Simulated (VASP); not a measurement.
# MnO (P6_3mc) in VASP: single point with PBE

Aim: the single point of MnO with PBE.

All numbers are computed with VASP 6.6.1; they aren't measurements. Logs are shortened: lines on timing, memory, paths and dates and some standing lists are left out, and cuts for length are marked.

## (1) The cell of the first run

It takes space group P6_3mc (No. 186, hexagonal). The conventional cell has a = 3.338 Å, b = 3.338 Å, c = 5.386 Å, α = 90.00°, β = 90.00°, γ = 120.00°. Mn (site symmetry 3m) has 4 O at 1.96 to 2.06 Å within 2.6 Å. Within 2.6 Å of O (site symmetry 3m) lie 4 Mn at 1.96 to 2.06 Å.

## (2) Single point, PBE, collinear spin, ferromagnetic start (equal xx and yy strain of -1 %)

File INCAR:

```
PREC = Accurate
ENCUT = 520
EDIFF = 1E-6
ISMEAR = -1
SIGMA = 0.05
LREAL = False
LASPH = True
NELM = 150
ALGO = Normal
ISIF = 2
LWAVE = False
LCHARG = True
ISPIN = 2
MAGMOM = 4 4 0 0
LORBIT = 11
LMAXMIX = 4
GGA = PE
LELF = True
LVHAR = True
NBANDS = 31
```

File KPOINTS:

```
regular mesh
0
Gamma
  14 14 8
```

File POSCAR:

```
MnO
1.0
    3.3379839200      0.0000000000      0.0000000000
   -1.6689919600      2.8907788721      0.0000000000
    0.0000000000      0.0000000000      5.3855000000
Mn O
2 2
Direct
    0.3333333333      0.6666666667      0.0109600000
    0.6666666667      0.3333333333      0.5109600000
    0.3333333333      0.6666666667      0.3754700000
    0.6666666667      0.3333333333      0.8754700000
```

Potentials or basis: VASP PAW PBE potentials, release 64 (Mn_pv, O).

Started as:

```sh
> cat potpaw_PBE.64/Mn_pv/POTCAR potpaw_PBE.64/O/POTCAR > POTCAR
> mpirun -np 1 vasp_std > vasp.out
```

OUTCAR:

```text
PREC = Accurate
   ENCUT = 520
   EDIFF = 1E-6
   ISMEAR = -1
   LREAL = False
   LASPH = True
   NELM = 150
   ISIF = 2
   ISPIN = 2
   LORBIT = 11
   GGA = PE

 ion  position               nearest neighbor table
   1  0.333  0.667  0.011-   3 1.96   4 2.06   4 2.06   4 2.06
   2  0.667  0.333  0.511-   4 1.96   3 2.06   3 2.06   3 2.06
   3  0.333  0.667  0.375-   1 1.96   2 2.06   2 2.06   2 2.06
   4  0.667  0.333  0.875-   2 1.96   1 2.06   1 2.06   1 2.06

  LATTYP: Found a hexagonal cell.
 ALAT       =     3.3379839200
 C/A-ratio  =     1.6133990244

  Lattice vectors:

 A1 = (   3.3379839200,   0.0000000000,   0.0000000000)
 A2 = (  -1.6689919600,   2.8907788721,   0.0000000000)
 A3 = (   0.0000000000,   0.0000000000,   5.3855000000)

Analysis of symmetry for initial positions (statically):
=====================================================================
 Subroutine PRICEL returns:
 Original cell was already a primitive cell.

 Routine SETGRP: Setting up the symmetry group for a
 hexagonal supercell.

 Subroutine GETGRP returns: Found 12 space group operations
 (whereof  6 operations were pure point group operations)
 out of a pool of 24 trial point group operations.

The static configuration has the point symmetry C_3v.
 The point group associated with its full space group is C_6v.

Analysis of symmetry for dynamics (positions and initial velocities):
=====================================================================
 Subroutine PRICEL returns:
 Original cell was already a primitive cell.

 Routine SETGRP: Setting up the symmetry group for a
 hexagonal supercell.

 Subroutine GETGRP returns: Found 12 space group operations
 (whereof  6 operations were pure point group operations)
 out of a pool of 24 trial point group operations.

The dynamic configuration has the point symmetry C_3v.
 The point group associated with its full space group is C_6v.

Analysis of structural, dynamic, and magnetic symmetry:
=====================================================================
 Subroutine PRICEL returns:
 Original cell was already a primitive cell.

 Routine SETGRP: Setting up the symmetry group for a
 hexagonal supercell.

 Subroutine GETGRP returns: Found 12 space group operations
 (whereof  6 operations were pure point group operations)
 out of a pool of 24 trial point group operations.

The overall configuration has the point symmetry C_3v.
 The point group associated with its full space group is C_6v.
[... 129 lines left out ...]
   LHFCALC =     F    Hartree Fock is set to
   AEXX    =    0.0000 exact exchange contribution
   IVDW    =     0    specifies the selected vdW correction
   LEPSILON=     F    determine dielectric tensor
   LRPA    =     F    only Hartree local field effects (RPA)
 spin polarized calculation
  energy-cutoff  :      520.00
  volume of cell :       51.97
 maximum number of plane-waves:      1424
 NGX is ok and might be reduce to    28
   NGX = 13   NGY = 13   NGZ = 21

 number of electron      38.0000012 magnetization      10.0126847

 number of electron      38.0000012 magnetization       9.9850026

 Free energy of the ion-electron system (eV)
  ---------------------------------------------------
  ext. energy  EPLUGINS =         0.00000000
  ---------------------------------------------------
  free energy    TOTEN  =       -32.74094440 eV

  energy without entropy =      -32.73703711  energy(sigma->0) =      -32.73899075

 E-fermi :   6.1485     XC(G=0): -10.6893

 val. band max:        6.1349450973   @ k =   0.0714   0.0000   0.0000
 cond. band min:       6.1582588535   @ k =   0.0000   0.0000   0.0000
 fundamental gap:      0.0233137562
 Fermi energy:         6.1484834024

 spin component 1

 k-point     1 :       0.0000    0.0000    0.0000
  band No.  band energies     occupation
      1     -44.5070      1.00000
      2     -44.5046      1.00000
      3     -44.5046      1.00000
      4     -44.4986      1.00000
      5     -44.4986      1.00000
      6     -44.4676      1.00000
[... 805 lines left out ...]
     30      15.7654      0.00000
     31      16.1583      0.00000

 [... further k-points ...]

 spin component 2

 k-point     1 :       0.0000    0.0000    0.0000
  band No.  band energies     occupation
      1     -39.8114      1.00000
      2     -39.7832      1.00000
      3     -39.7832      1.00000
      4     -39.7753      1.00000
      5     -39.7753      1.00000
      6     -39.7580      1.00000
[... 805 lines left out ...]
     30      17.3317      0.00000
     31      17.6313      0.00000

 [... further k-points ...]

------------------------ aborting loop because EDIFF is reached ----------------------------------------

  FORCE on cell =-STRESS in cart. coord.  units (eV):
  Direction    XX          YY          ZZ          XY          YZ          ZX
  --------------------------------------------------------------------------------------
  -------------------------------------------------------------------------------------
  Total        2.2158754      2.2158754      4.5384003      0.0000000      0.0000000      0.0000000
  in kB       68.3173141     68.3173141    139.9227193      0.0000000      0.0000000      0.0000000
  external PRESSURE =      92.1857825 kB  Pullay stress =       0.0000000 kB

 VOLUME and BASIS-vectors are now :
 -----------------------------------------------------------------------------
  energy-cutoff  :      520.00
  volume of cell :       51.97
      direct lattice vectors                 reciprocal lattice vectors
     3.337983920  0.000000000  0.000000000     0.299582030  0.172963766  0.000000000
    -1.668991960  2.890778872  0.000000000     0.000000000  0.345927532  0.000000000
     0.000000000  0.000000000  5.385500000     0.000000000  0.000000000  0.185683781

 POSITION                                       TOTAL-FORCE (eV/Angst)
 -----------------------------------------------------------------------------------
     -0.00000      1.92719      0.05903         0.000000     -0.000000     -0.578319
      1.66899      0.96359      2.75178        -0.000000      0.000000     -0.578319
     -0.00000      1.92719      2.02209         0.000000      0.000000      0.578319
      1.66899      0.96359      4.71484        -0.000000      0.000000      0.578319
 -----------------------------------------------------------------------------------
    total drift:                               -0.000001     -0.000000      0.001703

  FREE ENERGIE OF THE ION-ELECTRON SYSTEM (eV)
  ---------------------------------------------------
  free  energy   TOTEN  =       -32.7409443984 eV

  energy  without entropy=      -32.7370371108  energy(sigma->0) =      -32.73899075

 total charge

# of ion       s       p       d       tot
------------------------------------------
    1        0.245   6.239   4.965  11.449
    2        0.245   6.239   4.965  11.449
    3        1.556   3.472   0.000   5.027
    4        1.556   3.472   0.000   5.027
--------------------------------------------------
tot          3.601  19.421   9.929  32.952

 magnetization (x)

# of ion       s       p       d       tot
------------------------------------------
    1        0.037   0.065   4.301   4.404
    2        0.037   0.065   4.301   4.404
    3        0.020   0.189   0.000   0.210
    4        0.020   0.189   0.000   0.210
--------------------------------------------------
tot          0.115   0.509   8.602   9.226
```

It took 5.6 min on 1 thread of Intel Xeon Platinum 8259CL at 2.50GHz (Skylake/Cascade Lake), shared host; peak memory 0.38 GiB.

Results:

```
Free energy                                           : -32.7409 eV
Pressure                                              : 9.2 GPa
Largest force                                         : 0.578 eV/Å
Band gap on the k mesh                                : zero (filled and empty bands overlap)
Net moment                                            : 9.99 μB per cell
Site moments                                          : Mn +4.40; O +0.21 μB
Valence electrons inside the program's atomic spheres : Mn 11.45; O 5.03
```

Forces on the atoms (eV/Å):
```
Mn   0.000  0.000 -0.578
Mn   0.000  0.000 -0.578
O    0.000  0.000  0.578
O    0.000  0.000  0.578
```

Stress tensor (GPa, compression positive):
```
 6.83  0.00  0.00
 0.00  6.83  0.00
 0.00  0.00 13.99
```

Caveat: the cell differs from its parent crystal (equal xx and yy strain of -1 %); the cell stands under pressure; semilocal functionals often make such compounds metallic where correlation or magnetic order opens a gap, which also shifts bond lengths; only a ferromagnetic start was run, and an antiferromagnetic order may lie lower in energy.
